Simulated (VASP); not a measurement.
# BeSe (F-43m) in VASP: G0W0 quasiparticle levels with PBE

Aim: the G0W0 quasiparticle levels of BeSe with PBE.

All numbers are computed with VASP 6.6.1; they aren't measurements. Logs are shortened: lines on timing, memory, paths and dates and some standing lists are left out, and cuts for length are marked.

## (1) The cell of the first run

It takes space group F-43m (No. 216, cubic). The conventional cell has a = 5.162 Å, b = 5.162 Å, c = 5.162 Å, α = 90.00°, β = 90.00°, γ = 90.00°. Be (site symmetry -43m) has 4 Se at 2.24 Å within 3.0 Å. Se (site symmetry -43m) has 4 Be at 2.24 Å within 3.0 Å.

## (2) G0W0 quasiparticle levels, PBE

POSCAR

```
BeSe
1.0
    0.0000000000      2.5810353763      2.5810353763
    2.5810353763      0.0000000000      2.5810353763
    2.5810353763      2.5810353763      0.0000000000
Be Se
1 1
Direct
    0.0000000000      0.0000000000      0.0000000000
    0.2500000000      0.2500000000      0.2500000000
```

INCAR.step1

```
SYSTEM = BeSe
  PREC = Accurate
  ENCUT = 500
  EDIFF = 1E-8
  ISMEAR = 0
  SIGMA = 0.01
  LREAL = .FALSE.
  LASPH = .TRUE.
  NELM = 80
  ALGO = Normal
  LWAVE = .TRUE.
  LCHARG = .FALSE.
  GGA = PE
```

INCAR.step2

```
SYSTEM = BeSe
  PREC = Accurate
  ENCUT = 500
  EDIFF = 1E-8
  ISMEAR = 0
  SIGMA = 0.01
  LREAL = .FALSE.
  LASPH = .TRUE.
  NELM = 1
  ALGO = Exact
  LWAVE = .TRUE.
  LCHARG = .FALSE.
  GGA = PE
  NBANDS = 64
  LOPTICS = .TRUE.
  ISTART = 1
```

INCAR.step3

```
SYSTEM = BeSe
  PREC = Accurate
  ENCUT = 500
  EDIFF = 1E-8
  ISMEAR = 0
  SIGMA = 0.01
  LREAL = .FALSE.
  LASPH = .TRUE.
  ALGO = EVGW0
  LWAVE = .FALSE.
  LCHARG = .FALSE.
  GGA = PE
  NELMGW = 1
  NBANDS = 64
  ENCUTGW = 80.0
  NOMEGA = 48
  PRECFOCK = Fast
  ISTART = 1
  NBANDSGW = 12
```

KPOINTS

```
regular mesh
0
G
  4 4 4
  0 0 0
```

Potentials or basis: VASP PAW PBE potentials, release 64 (Be_GW, Se_GW).

Command:

```sh
cat potpaw_PBE.64/Be_GW/POTCAR potpaw_PBE.64/Se_GW/POTCAR > POTCAR
cp INCAR.step1 INCAR
mpirun -np 1 vasp_std > vasp.out
cp INCAR.step2 INCAR
mpirun -np 1 vasp_std > vasp.out
cp INCAR.step3 INCAR
mpirun -np 1 vasp_std > vasp.out
```

OUTCAR:

```text
SYSTEM = BeSe
   PREC = Accurate
   ENCUT = 500
   EDIFF = 1E-8
   ISMEAR = 0
   LREAL = .FALSE.
   LASPH = .TRUE.
   GGA = PE
   NELMGW = 1
   ENCUTGW = 80.0
   PRECFOCK = Fast
   ISTART = 1

 ion  position               nearest neighbor table
   1  0.000  0.000  0.000-   2 2.24   2 2.24   2 2.24   2 2.24
   2  0.250  0.250  0.250-   1 2.24   1 2.24   1 2.24   1 2.24

  LATTYP: Found a face centered cubic cell.
 ALAT       =     5.1620707526

  Lattice vectors:

 A1 = (   0.0000000000,   2.5810353763,   2.5810353763)
 A2 = (   2.5810353763,   0.0000000000,   2.5810353763)
 A3 = (   2.5810353763,   2.5810353763,   0.0000000000)

Analysis of symmetry for initial positions (statically):
=====================================================================
 Subroutine PRICEL returns:
 Original cell was already a primitive cell.

 Routine SETGRP: Setting up the symmetry group for a
 face centered cubic supercell.

 Subroutine GETGRP returns: Found 24 space group operations
 (whereof 24 operations were pure point group operations)
 out of a pool of 48 trial point group operations.

The static configuration has the point symmetry T_d .

Analysis of symmetry for dynamics (positions and initial velocities):
=====================================================================
 Subroutine PRICEL returns:
 Original cell was already a primitive cell.

 Routine SETGRP: Setting up the symmetry group for a
 face centered cubic supercell.

 Subroutine GETGRP returns: Found 24 space group operations
 (whereof 24 operations were pure point group operations)
 out of a pool of 48 trial point group operations.

The dynamic configuration has the point symmetry T_d .

 Subroutine INISYM returns: Found 24 space group operations
 (whereof 24 operations are pure point group operations),
 and found     1 'primitive' translations

[... 71 lines left out ...]
   ISPIN  =      1    spin polarized calculation?
   LNONCOLLINEAR =      F non collinear calculations
   LSORBIT =      F    spin-orbit coupling
   LASPH  =      T    aspherical Exc in radial PAW
   ENCUT  =  500.0 eV  36.75 Ry    6.06 a.u.   6.66  6.66  6.66*2*pi/ulx,y,z
   NELM   =     60;   NELMIN=  2; NELMDL=  0     # of ELM steps
   EDIFF  = 0.1E-07   stopping-criterion for ELM
   LREAL  =      F    real-space projection
   EDIFFG = 0.1E-06   stopping-criterion for IOM
   NSW    =      0    number of steps for IOM
   IBRION =     -1    ionic relax: 0-MD 1-quasi-New 2-CG
   NFREE  =      0    steps in history (QN), initial steepest desc. (CG)
   ISIF   =      0    stress and relaxation
   ISYM   =      3    0-nonsym 1-usesym 2-fastsym
   POTIM  = 0.5000    time-step for ionic-motion
   TEBEG  =    0.0;   TEEND  =   0.0 temperature during run
   PSTRESS=    0.0 pullay stress
   NELECT =       8.0000    total number of electrons
   NUPDOWN=      -1.0000    fix difference up-down
   EMIN   =  10.00;   EMAX   =-10.00  energy-range for DOS
   EFERMI =   0.00;   METHOD = LEGACY
   ISMEAR =     0;   SIGMA  =   0.01  broadening in eV -4-tet -1-fermi 0-gaus
   EFERMI_NEDOS =   21; number of points for ismear=-14 and -15
   IALGO  =     38    algorithm
   IMIX   =      4    mixing-type and parameters
     AMIX     =   0.40;   BMIX     =  1.00
     AMIX_MAG =   1.60;   BMIX_MAG =  1.00
  volume/ion in A,a.u.               =      17.19       116.03
  Fermi-wavevector in a.u.,A,eV,Ry     =   1.006856  1.902683 13.793040  1.013760
  Thomas-Fermi vector in A             =   2.139625
   LORBIT       =      0    0 simple, 1 ext, 2 COOP (PROOUT), +10 PAW based schemes
   GGA     = PE    functional components
   LHFCALC =     T    Hartree Fock is set to
   PRECFOCK=fast      Normal, Fast or Accurate (Low or Medium for compatibility)
   ENCUT4O =  -1.0   cutoff for four orbital integrals eV
   NKREDX  =     1    reduce k-point grid by
   NKREDY  =     1    reduce k-point grid by
   NKREDZ  =     1    reduce k-point grid by
   AEXX    =    1.0000 exact exchange contribution
   HFSCREEN=    0.0000 screening length (either q_TF or 0.3 A-1)
   HFSCREENC=   0.0000 screening length for correlation (either q_TF or 0.3 A-1)
   ENCUTFOCK=  -1.0 apply spherical cutoff to Coloumb kernel
   IVDW    =     0    specifies the selected vdW correction
   LEPSILON=     F    determine dielectric tensor
   LRPA    =     F    only Hartree local field effects (RPA)
   LRPAFORCE           =     F    calculate RPA forces
   ENCUTGW             =  80.0    cutoff for response function in eV
   ENCUTGWSOFT         =  64.0    soft cutoff for Coulomb kernel in GW response function in eV
   ENCUTLF             =  -1.0    cutoff for local field effects
   NELMGW              =     1    number of iterations in solving QP/BSE equation
   NELMHF              =     1    number of iterations in the inner HF iteration
   NKREDLFX            =     1    NKREDLFY  =   1   NKREDLFZ  =   1
 non-spin polarized calculation
 Gauss-broadening in eV      SIGMA  =   0.01
  energy-cutoff  :      500.00
  volume of cell :       34.39
 maximum number of plane-waves:       893
 NGX is ok and might be reduce to    28
  NGX = 16; NGY = 16; NGZ = 16
   NGX = 13   NGY = 13   NGZ = 13
 maximum number of plane-waves:        64
 NGX is ok and might be reduce to    14

 QP shifts <psi_nk| G(iteration)W_0 |psi_nk>: iteration 1
 for sc-GW calculations column KS-energies equals QP-energies in previous step
 and V_xc(KS)=  KS-energies - (<T + V_ion + V_H > + <T+V_H+V_ion>^1  + <V_x>^1)

 k-point   1 :       0.0000    0.0000    0.0000
  band No.  KS-energies  QP-energies   sigma(KS)   V_xc(KS)     V^pw_x(r,r')   Z            occupation Imag(sigma)

      1     -10.7853     -11.5957     -13.2893     -12.1896     -20.0696       0.7369       2.0000       1.3945
      2       2.9490       2.3319     -13.2862     -12.5092     -15.0635       0.7941       2.0000       0.0726
      3       2.9490       2.3319     -13.2862     -12.5092     -15.0635       0.7941       2.0000       0.0726
      4       2.9490       2.3319     -13.2862     -12.5092     -15.0635       0.7941       2.0000       0.0726
      5       7.2116       7.8586      -9.1686      -9.9842      -5.0324       0.7932       0.0000      -0.0913
      6       7.9437       8.5449      -9.0414      -9.8061      -4.8453       0.7863       0.0000      -0.0925
      7       7.9437       8.5449      -9.0414      -9.8061      -4.8453       0.7863       0.0000      -0.0925
      8       7.9437       8.5449      -9.0414      -9.8061      -4.8453       0.7863       0.0000      -0.0925
      9      14.9022      15.0095      -8.1276      -8.2700      -2.3691       0.7535       0.0000      -0.3381
     10      15.4258      15.9416      -9.3219      -9.9903      -4.2431       0.7717       0.0000      -0.2527
     11      15.4258      15.9416      -9.3219      -9.9903      -4.2431       0.7717       0.0000      -0.2527
     12      17.4599      17.6135      -7.8732      -8.0719      -2.1315       0.7728       0.0000      -0.4381
[... 100 lines left out ...]
      1      -8.9773      -9.4655     -13.7771     -13.1067     -20.1197       0.7282       2.0000       1.0342
      2      -1.4292      -2.4172     -12.3952     -11.0715     -15.4160       0.7464       2.0000       0.1384
      3      -0.8104      -1.7297     -12.0895     -10.8806     -14.6962       0.7604       2.0000       0.1132
      4      -0.3054      -1.1691     -11.9584     -10.8361     -14.3099       0.7695       2.0000       0.0990
      5       9.0761       9.4448      -9.0907      -9.5569      -4.9986       0.7910       0.0000      -0.1013
      6      10.0153      10.6584      -8.8485      -9.6872      -3.9035       0.7669       0.0000      -0.1375
      7      10.3086      10.7437      -8.5934      -9.1501      -4.0395       0.7816       0.0000      -0.1190
      8      10.8922      11.5621      -9.9613     -10.8396      -5.1704       0.7628       0.0000      -0.1482
      9      16.2086      16.8168      -9.9412     -10.7628      -3.9460       0.7403       0.0000      -0.4690
     10      16.4465      17.1471      -9.4789     -10.4125      -3.5936       0.7505       0.0000      -0.4147
     11      18.9130      19.5356      -9.2966     -10.1144      -3.2875       0.7613       0.0000      -0.5812
     12      19.7843      20.2147      -9.0784      -9.6250      -3.0492       0.7873       0.0000      -0.8093
```

OUTCAR.step1:

```text
SYSTEM = BeSe
   PREC = Accurate
   ENCUT = 500
   EDIFF = 1E-8
   ISMEAR = 0
   LREAL = .FALSE.
   LASPH = .TRUE.
[... 290 lines left out ...]
      0.00000      0.00000      0.00000        -0.000000     -0.000000     -0.000000
      1.29052      1.29052      1.29052         0.000000      0.000000      0.000000
 -----------------------------------------------------------------------------------
    total drift:                                0.000000      0.000000      0.000000

  FREE ENERGIE OF THE ION-ELECTRON SYSTEM (eV)
  ---------------------------------------------------
  free  energy   TOTEN  =        -8.7431417368 eV

  energy  without entropy=       -8.7431417368  energy(sigma->0) =       -8.74314174
```

OUTCAR.step2:

```text
SYSTEM = BeSe
   PREC = Accurate
   ENCUT = 500
   EDIFF = 1E-8
[... 690 lines left out ...]
  --------------------------------------------------------------------------------------------------------------
     0.00000     7.81772     7.81772     7.81772    -0.00000     0.00000    -0.00000
     1.10680     8.05976     8.05976     8.05976    -0.00000     0.00000    -0.00000
     2.21360     8.93406     8.93406     8.93406    -0.00000     0.00000    -0.00000
     3.32040    11.19720    11.19720    11.19720    -0.00000     0.00000    -0.00000
     4.42720    14.86626    14.86626    14.86626    -0.00000     0.00000    -0.00000
     5.53400    -2.49311    -2.49311    -2.49311    -0.00000     0.00000     0.00000
[... 92 lines left out ...]
   108.46632     0.97007     0.97007     0.97007     0.00000    -0.00000     0.00000
   109.57312     0.97069     0.97069     0.97069     0.00000    -0.00000     0.00000
```

Run time: 43 s. Hardware: 1 thread of AMD EPYC 9R45 (Zen 5), shared host; peak memory 0.28 GiB.

What came out:

```
Quasiparticle gap                                   : 3.52 eV
Least direct quasiparticle gap                      : 5.53 eV
Band gap of the starting levels on the mesh         : 2.63 eV
Least direct gap of the starting levels on the mesh : 4.26 eV
```

Caveat: the k points lie up to 0.53 Å⁻¹ apart; bands, screening cutoff and mesh are small and nothing is extrapolated, so the quasiparticle values aren't converged.
